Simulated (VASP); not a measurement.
# GaP (F-43m) in VASP: a series of runs, part 2 of 2

VASP 6.6.1. Earlier steps stand in the parts before.

### 3 Relaxation of cell and atoms, LDA, target pressure 30 GPa, at which the enthalpy is minimised

This run uses another cell than the first one, of 19.59 Å³/atom, 1.234 times its volume.

File INCAR:

```
SYSTEM = GaP
  PREC = Accurate
  ENCUT = 600
  EDIFF = 1E-6
  ISMEAR = 0
  SIGMA = 0.01
  LREAL = .FALSE.
  LASPH = .TRUE.
  NELM = 60
  ALGO = Normal
  ISIF = 3
  LWAVE = .FALSE.
  LCHARG = .FALSE.
  IBRION = 2
  NSW = 80
  EDIFFG = -0.001
  PSTRESS = 300.0
```

File KPOINTS:

```
Automatic mesh
0
G
  8 8 8
  0 0 0
```

File POSCAR:

```
GaP
1.0
    0.0000000000      2.6956501129      2.6956501129
    2.6956501129      0.0000000000      2.6956501129
    2.6956501129      2.6956501129      0.0000000000
Ga P
1 1
Direct
    0.0000000000      0.0000000000      0.0000000000
    0.7500000000      0.7500000000      0.7500000000
```

Potentials or basis: VASP PAW LDA potentials, release 64 (Ga_d, P).

Launch:

```bash
cat potpaw_LDA.64/Ga_d/POTCAR potpaw_LDA.64/P/POTCAR > POTCAR
mpirun -np 1 vasp_std > vasp.out
```

OUTCAR:

```text
SYSTEM = GaP
   PREC = Accurate
   ENCUT = 600
   EDIFF = 1E-6
   ISMEAR = 0
   LREAL = .FALSE.
   LASPH = .TRUE.
   NELM = 60
   ISIF = 3
   IBRION = 2
   NSW = 80
   EDIFFG = -0.001
   PSTRESS = 300.0

 ion  position               nearest neighbor table
   1  0.000  0.000  0.000-   2 2.33   2 2.33   2 2.33   2 2.33
   2  0.750  0.750  0.750-   1 2.33   1 2.33   1 2.33   1 2.33

  LATTYP: Found a face centered cubic cell.
 ALAT       =     5.3913002258

  Lattice vectors:

 A1 = (   0.0000000000,   2.6956501129,   2.6956501129)
 A2 = (   2.6956501129,   0.0000000000,   2.6956501129)
 A3 = (   2.6956501129,   2.6956501129,   0.0000000000)

Analysis of symmetry for initial positions (statically):
=====================================================================
 Subroutine PRICEL returns:
 Original cell was already a primitive cell.

 Routine SETGRP: Setting up the symmetry group for a
 face centered cubic supercell.

 Subroutine GETGRP returns: Found 24 space group operations
 (whereof 24 operations were pure point group operations)
 out of a pool of 48 trial point group operations.

The static configuration has the point symmetry T_d .

Analysis of symmetry for dynamics (positions and initial velocities):
=====================================================================
 Subroutine PRICEL returns:
 Original cell was already a primitive cell.

 Routine SETGRP: Setting up the symmetry group for a
 face centered cubic supercell.

 Subroutine GETGRP returns: Found 24 space group operations
 (whereof 24 operations were pure point group operations)
[... 161 lines left out ...]
  external PRESSURE =    -299.2474295 kB  Pullay stress =     300.0000000 kB
[... 25 lines left out ...]
--------------------------------------- Ionic step        2  -------------------------------------------

 number of electron      18.0000003 magnetization

 E-fermi :  13.1547     XC(G=0): -13.2183

 val. band max:       13.1119459929   @ k =   0.5000   0.5000   0.0000
 cond. band min:      13.1959085370   @ k =   0.3750   0.3750   0.0000
 fundamental gap:      0.0839625442
 Fermi energy:        13.1546614072

 k-point     1 :       0.0000    0.0000    0.0000
  band No.  band energies     occupation
      1      -5.6590      2.00000
      2      -4.3702      2.00000
      3      -4.3702      2.00000
      4      -4.3702      2.00000
      5      -3.9076      2.00000
      6      -3.9076      2.00000
      7      13.5404      0.00000
      8      13.5404      0.00000
      9      13.5404      0.00000
     10      16.2643      0.00000
     11      16.2643      0.00000
     12      16.2643      0.00000
     13      20.1364      0.00000
[... 595 lines left out ...]
--------------------------------------- Ionic step        8  -------------------------------------------

 number of electron      18.0000003 magnetization

 Free energy of the ion-electron system (eV)
  ---------------------------------------------------
  ext. energy  EPLUGINS =         0.00000000
  ---------------------------------------------------
  free energy    TOTEN  =        -9.87231726 eV

  energy without entropy =       -9.87231726  energy(sigma->0) =       -9.87231726

 E-fermi :   7.4347     XC(G=0): -11.2886

 val. band max:        7.3645024313   @ k =   0.0000   0.0000   0.0000
 cond. band min:       8.2727068645   @ k =   0.5000   0.5000   0.0000
 fundamental gap:      0.9082044332
 Fermi energy:         7.4347065208

 k-point     1 :       0.0000    0.0000    0.0000
  band No.  band energies     occupation
      1      -8.0272      2.00000
      2      -8.0272      2.00000
      3      -8.0272      2.00000
      4      -7.8312      2.00000
      5      -7.8312      2.00000
      6      -7.2537      2.00000
      7       7.3645      2.00000
      8       7.3645      2.00000
      9       7.3645      2.00000
     10      10.9848      0.00000
     11      10.9848      0.00000
     12      10.9848      0.00000
     13      11.0780      0.00000
[... 401 lines left out ...]
  energy  without entropy=       -9.8723172581  energy(sigma->0) =       -9.87231726

  enthalpy is  TOTEN    =        -3.9233328794 eV   P V=        5.9489843787

 reached required accuracy - stopping structural energy minimisation
```

OSZICAR:

```text
N       E                     dE             d eps       ncg     rms          rms(c)
DAV:   1     0.841457685393E+02    0.84146E+02   -0.10035E+04   754   0.216E+03
DAV:   2    -0.424194924108E+01   -0.88388E+02   -0.85343E+02   824   0.362E+02
DAV:   3    -0.106658310827E+02   -0.64239E+01   -0.63809E+01   939   0.793E+01
[... 78 lines left out ...]
DAV:   3    -0.987248223624E+01    0.13140E-02   -0.11557E-03  1009   0.914E-01    0.586E-02
DAV:   4    -0.987233386569E+01    0.14837E-03   -0.16862E-04   954   0.198E-01    0.189E-02
DAV:   5    -0.987231845768E+01    0.15408E-04   -0.72350E-06  1027   0.399E-02    0.867E-03
DAV:   6    -0.987231727274E+01    0.11849E-05   -0.92281E-07   397   0.169E-02    0.394E-03
DAV:   7    -0.987231725808E+01    0.14657E-07   -0.12732E-07   382   0.589E-03
   8 F= -.39233329E+01 E0= -.39233329E+01  d E =-.299200E-03
```

Wall time 99 s (1 thread of Intel Xeon 6975P-C, shared host); peak memory 0.17 GiB.

What came out:

```yaml
Free_energy: -9.8723 eV
Relaxed_volume: 15.89 Å³/atom
Relaxed_cell: a = 3.555 Å, b = 3.555 Å, c = 3.555 Å, α = 60.00°, β = 60.00°, γ = 60.00°
Space_group_after_relaxing_to_0.05_Å: F-43m (No. 216)
Energy_change_on_relaxing_the_enthalpy_is_what_falls: +289.2 meV/atom
Ionic_steps: 8
Pressure_after_relaxing: 30.0 GPa
Band_gap_on_the_k_mesh: 0.91 eV, indirect (least direct gap 3.62 eV)
```

Step by step:
| step | energy change (eV) | largest force (eV/Å) | pressure (GPa) | volume (Å³) |
| --- | --- | --- | --- | --- |
| 1 | 0.0000 | 0.0000 | 0.08 | 39.18 |
| 2 | 5.8918 | 0.0000 | 179.66 | 21.88 |
| 3 | 0.4426 | 0.0000 | 25.03 | 32.56 |
| 4 | 0.5378 | 0.0000 | 28.62 | 31.99 |
| 5 | 0.5757 | 0.0000 | 29.90 | 31.79 |
| 6 | 0.6017 | 0.0000 | 30.84 | 31.65 |
| 7 | 0.5398 | 0.0000 | 28.61 | 31.98 |
| 8 | 0.5785 | 0.0000 | 29.99 | 31.77 |

Final structure:
```
CELL_PARAMETERS angstrom
0.00000 2.51382 2.51382
2.51382 0.00000 2.51382
2.51382 2.51382 0.00000
ATOMIC_POSITIONS crystal
Ga 0.00000 0.00000 0.00000
P 0.75000 0.75000 0.75000
```

Levels at points of the mesh, in eV from the valence-band top:
```
           k point  band 7  band 8  band 9  band 10  band 11  band 12
(0.00, 0.00, 0.00)    0.00    0.00    0.00     3.62     3.62     3.62
(0.50, 0.00, 0.00)   -8.35   -1.54   -1.54     2.26     4.45     4.45
(0.50, 0.50, 0.00)   -8.15   -3.69   -3.69     0.91     1.28    12.24
```

Caveat: the cell is relaxed towards a set pressure, so the enthalpy falls and the energy may rise; the volume moved by over 15 % at a fixed basis, so the end points are rough.

### 4 Single point, LDA

This run uses another cell than the first one, of 18.64 Å³/atom, 1.175 times its volume.

File INCAR:

```
SYSTEM = GaP
  PREC = Accurate
  ENCUT = 520
  EDIFF = 1E-6
  ISMEAR = 0
  SIGMA = 0.01
  LREAL = .False.
  LASPH = .True.
  NELM = 60
  ALGO = Normal
  ISIF = 2
  LWAVE = .False.
  LCHARG = .False.
  NBANDS = 16
```

File KPOINTS:

```
regular mesh
0
Gamma
  8 8 8
  0 0 0
```

File POSCAR:

```
GaP
1.0
    0.0000000000      2.6514294726      2.6514294726
    2.6514294726      0.0000000000      2.6514294726
    2.6514294726      2.6514294726      0.0000000000
Ga P
1 1
Direct
    0.0000000000      0.0000000000      0.0000000000
    0.7500000000      0.7500000000      0.7500000000
```

Potentials or basis: VASP PAW LDA potentials, release 64 (Ga_d, P).

Launch:

```bash
cat potpaw_LDA.64/Ga_d/POTCAR potpaw_LDA.64/P/POTCAR > POTCAR
mpirun -np 1 vasp_std > vasp.out
```

OUTCAR:

```text
SYSTEM = GaP
   PREC = Accurate
   ENCUT = 520
   EDIFF = 1E-6
   ISMEAR = 0
   LREAL = .False.
   LASPH = .True.
   NELM = 60
   ISIF = 2

 ion  position               nearest neighbor table
   1  0.000  0.000  0.000-   2 2.30   2 2.30   2 2.30   2 2.30
   2  0.750  0.750  0.750-   1 2.30   1 2.30   1 2.30   1 2.30

  LATTYP: Found a face centered cubic cell.
 ALAT       =     5.3028589452

  Lattice vectors:

 A1 = (   0.0000000000,   2.6514294726,   2.6514294726)
 A2 = (   2.6514294726,   0.0000000000,   2.6514294726)
 A3 = (   2.6514294726,   2.6514294726,   0.0000000000)

Analysis of symmetry for initial positions (statically):
=====================================================================
 Subroutine PRICEL returns:
 Original cell was already a primitive cell.

 Routine SETGRP: Setting up the symmetry group for a
 face centered cubic supercell.

 Subroutine GETGRP returns: Found 24 space group operations
 (whereof 24 operations were pure point group operations)
 out of a pool of 48 trial point group operations.

The static configuration has the point symmetry T_d .

[... 154 lines left out ...]
  ext. energy  EPLUGINS =         0.00000000
  ---------------------------------------------------
  free energy    TOTEN  =       -10.42083427 eV

  energy without entropy =      -10.42083427  energy(sigma->0) =      -10.42083427

 E-fermi :   5.4886     XC(G=0): -10.5361

 val. band max:        5.3930689687   @ k =   0.0000   0.0000   0.0000
 cond. band min:       6.7142482968   @ k =   0.5000   0.5000   0.0000
 fundamental gap:      1.3211793281
 Fermi energy:         5.4885569586

 k-point     1 :       0.0000    0.0000    0.0000
  band No.  band energies     occupation
      1      -9.4818      2.00000
      2      -9.4818      2.00000
      3      -9.4818      2.00000
      4      -9.3563      2.00000
      5      -9.3563      2.00000
      6      -7.7672      2.00000
[... 433 lines left out ...]
      3      -9.4269      2.00000
      4      -9.3640      2.00000
      5      -9.3470      2.00000
      6      -4.9399      2.00000
[... 8 lines left out ...]
     15      17.5573      0.00000
     16      18.2774      0.00000

 [... further k-points ...]
[... 5 lines left out ...]
  --------------------------------------------------------------------------------------
  -------------------------------------------------------------------------------------
  Total        1.1819674      1.1819674      1.1819674      0.0000000      0.0000000      0.0000000
  in kB       50.7979122     50.7979122     50.7979122      0.0000000      0.0000000      0.0000000
  external PRESSURE =      50.7979122 kB  Pullay stress =       0.0000000 kB

 VOLUME and BASIS-vectors are now :
 -----------------------------------------------------------------------------
  energy-cutoff  :      520.00
  volume of cell :       37.28
      direct lattice vectors                 reciprocal lattice vectors
     0.000000000  2.651429473  2.651429473    -0.188577522  0.188577522  0.188577522
     2.651429473  0.000000000  2.651429473     0.188577522 -0.188577522  0.188577522
     2.651429473  2.651429473  0.000000000     0.188577522  0.188577522 -0.188577522

 POSITION                                       TOTAL-FORCE (eV/Angst)
 -----------------------------------------------------------------------------------
      0.00000      0.00000      0.00000         0.000000      0.000000      0.000000
      3.97714      3.97714      3.97714        -0.000000     -0.000000     -0.000000
 -----------------------------------------------------------------------------------
    total drift:                               -0.000001     -0.000001     -0.000001

  FREE ENERGIE OF THE ION-ELECTRON SYSTEM (eV)
  ---------------------------------------------------
  free  energy   TOTEN  =       -10.4208342743 eV

  energy  without entropy=      -10.4208342743  energy(sigma->0) =      -10.42083427
```

OSZICAR:

```text
N       E                     dE             d eps       ncg     rms          rms(c)
DAV:   1     0.815144624247E+02    0.81514E+02   -0.89183E+03   960   0.168E+03
DAV:   2    -0.456642584627E+01   -0.86081E+02   -0.81922E+02  1072   0.319E+02
DAV:   3    -0.106794709735E+02   -0.61130E+01   -0.60942E+01  1160   0.654E+01
DAV:   4    -0.107782514843E+02   -0.98781E-01   -0.98759E-01  1168   0.903E+00
DAV:   5    -0.107802597365E+02   -0.20083E-02   -0.20080E-02  1224   0.115E+00    0.477E+00
DAV:   6    -0.104823733694E+02    0.29789E+00   -0.37516E-01  1416   0.114E+01    0.311E+00
DAV:   7    -0.104254464918E+02    0.56927E-01   -0.10148E-01  1288   0.233E+00    0.113E+00
DAV:   8    -0.104208938861E+02    0.45526E-02   -0.12723E-02  1128   0.127E+00    0.254E-01
DAV:   9    -0.104208363238E+02    0.57562E-04   -0.10833E-03  1336   0.408E-01    0.630E-02
DAV:  10    -0.104208287263E+02    0.75975E-05   -0.60725E-05  1416   0.103E-01    0.253E-02
DAV:  11    -0.104208345806E+02   -0.58543E-05   -0.11005E-05  1184   0.473E-02    0.961E-03
DAV:  12    -0.104208342743E+02    0.30624E-06   -0.53342E-07   864   0.906E-03
   1 F= -.10420834E+02 E0= -.10420834E+02  d E =-.832355E-44
```

It took 6.4 s on 1 thread of Intel Xeon 6975P-C (Granite Rapids), shared host; peak memory 0.14 GiB.

Results:

- Free energy: -10.4208 eV
- Pressure: 5.1 GPa
- Band gap on the k mesh: 1.32 eV, indirect (least direct gap 2.33 eV)

A k mesh can miss the band edges.

### 5 Single point, LDA (volume scaled by 0.98)

File INCAR:

```
SYSTEM = GaP
PREC = Accurate
ENCUT = 520
EDIFF = 1E-6
ISMEAR = 0
SIGMA = 0.01
LREAL = .FALSE.
LASPH = .TRUE.
NELM = 100
ALGO = Normal
ISIF = 2
LWAVE = .FALSE.
LCHARG = .FALSE.
NBANDS = 16
```

File KPOINTS:

```
Automatic mesh
0
G
  8 8 8
  0 0 0
```

File POSCAR:

```
GaP
1.0
    0.0000000000      2.6775579547      2.6775579547
    2.6775579547      0.0000000000      2.6775579547
    2.6775579547      2.6775579547      0.0000000000
Ga P
1 1
Direct
    0.0000000000      0.0000000000      0.0000000000
    0.7500000000      0.7500000000      0.7500000000
```

Launch:

```bash
cat potpaw_LDA.64/Ga_d/POTCAR potpaw_LDA.64/P/POTCAR > POTCAR
mpirun -np 1 vasp_std > vasp.out
```

It took 6.3 s on 1 thread of Intel Xeon 6975P-C (Granite Rapids), shared host; peak memory 0.15 GiB.

It converged, with:

| Quantity | Value |
| --- | --- |
| Free energy | -10.4455 eV |
| Pressure | 2.0 GPa |
| Band gap on the k mesh | 1.39 eV, indirect (least direct gap 2.08 eV) |

Levels at points of the mesh, in eV from the valence-band top:
| k point | band 7 | band 8 | band 9 | band 10 | band 11 | band 12 |
| --- | --- | --- | --- | --- | --- | --- |
| (0.00, 0.00, 0.00) | 0.00 | 0.00 | 0.00 | 2.08 | 3.78 | 3.78 |
| (0.50, 0.00, 0.00) | -7.02 | -1.21 | -1.21 | 1.68 | 4.62 | 4.62 |
| (0.50, 0.50, 0.00) | -7.10 | -2.90 | -2.90 | 1.39 | 1.63 | 10.86 |

Caveat: the cell differs from its parent crystal (volume scaled by 0.98). A k mesh can miss the band edges.

### 6 Single point, LDA

This run uses another cell than the first one, of 19.59 Å³/atom, 1.234 times its volume.

File INCAR:

```
PREC = Accurate
ENCUT = 520
EDIFF = 1E-6
ISMEAR = 0
SIGMA = 0.02
LREAL = F
LASPH = T
NELM = 60
ALGO = Normal
ISIF = 2
LWAVE = F
LCHARG = F
NBANDS = 16
```

File KPOINTS:

```
regular mesh
0
Gamma
  8 8 8
```

File POSCAR:

```
GaP
1.0
    0.0000000000      2.6956501113      2.6956501113
    2.6956501113      0.0000000000      2.6956501113
    2.6956501113      2.6956501113      0.0000000000
Ga P
1 1
Direct
    0.0000000000      0.0000000000      0.0000000000
    0.7500000000      0.7500000000      0.7500000000
```

Potentials or basis: VASP PAW LDA potentials, release 64 (Ga_d, P).

Launch:

```bash
cat potpaw_LDA.64/Ga_d/POTCAR potpaw_LDA.64/P/POTCAR > POTCAR
mpirun -np 1 vasp_std > vasp.out
```

It took 6.3 s on 1 thread of Intel Xeon 6975P-C (Granite Rapids), shared host; peak memory 0.14 GiB.

Results (log left out):

```
Free energy            : -10.4508 eV
Pressure               : 0.1 GPa
Band gap on the k mesh : 1.43 eV, indirect (least direct gap 1.91 eV)
```

Levels at points of the mesh, in eV from the valence-band top:
```csv
k point,band 6,band 7,band 8,band 9,band 10,band 11,band 12,band 13
"(0.00, 0.00, 0.00)",-12.76,0.00,0.00,0.00,1.91,3.78,3.78,3.78
"(0.50, 0.00, 0.00)",-10.57,-6.90,-1.18,-1.18,1.62,4.62,4.62,8.11
"(0.50, 0.50, 0.00)",-9.60,-7.00,-2.82,-2.82,1.43,1.65,10.70,10.70
```

### 7 Overview

```tsv
task	cell	cutoff (eV)	smearing	gap on the mesh (eV)	pressure (GPa)
single point	a = 3.554 Å, angles 60.0°, 2 atoms	520	gaussian 0.01 eV	0.91	30.1
relaxation of cell and atoms	relaxed to 30 GPa from a = 3.812 Å, angles 60.0°, 2 atoms	600	gaussian 0.01 eV	0.91	30.0
single point	a = 3.750 Å, angles 60.0°, 2 atoms	520	gaussian 0.01 eV	1.32	5.1
single point	a = 3.787 Å, angles 60.0°, 2 atoms	520	gaussian 0.01 eV	1.39	2.0
single point	a = 3.812 Å, angles 60.0°, 2 atoms	520	gaussian 0.02 eV	1.43	0.1
```

Alike in all rows: level LDA; potentials or basis VASP PAW LDA potentials, release 64 (Ga_d, P); no spin polarisation; k mesh 8 × 8 × 8.

Caveats: the cell is relaxed towards a set pressure, so the enthalpy falls and the energy may rise (some runs); the volume moved by over 15 % at a fixed basis, so the end points are rough (some runs).

Absolute energies hang on the potentials; compare differences alone.

### 8 How close it comes

Step 6. Against the measured gap of GaP, 2.34 eV (indirect; 10 K; quoted in “Stacking defects in GaP nanowires: Electronic structure and optical properties”, 2018, arxiv:1810.01194), the calculated 1.43 eV is off by -0.91 eV. Spin-orbit coupling on Ga is left out. The value is that of LDA on a finite k mesh, which can miss the band edges, without temperature or zero-point motion. Semilocal functionals fall short of measured gaps as a rule.
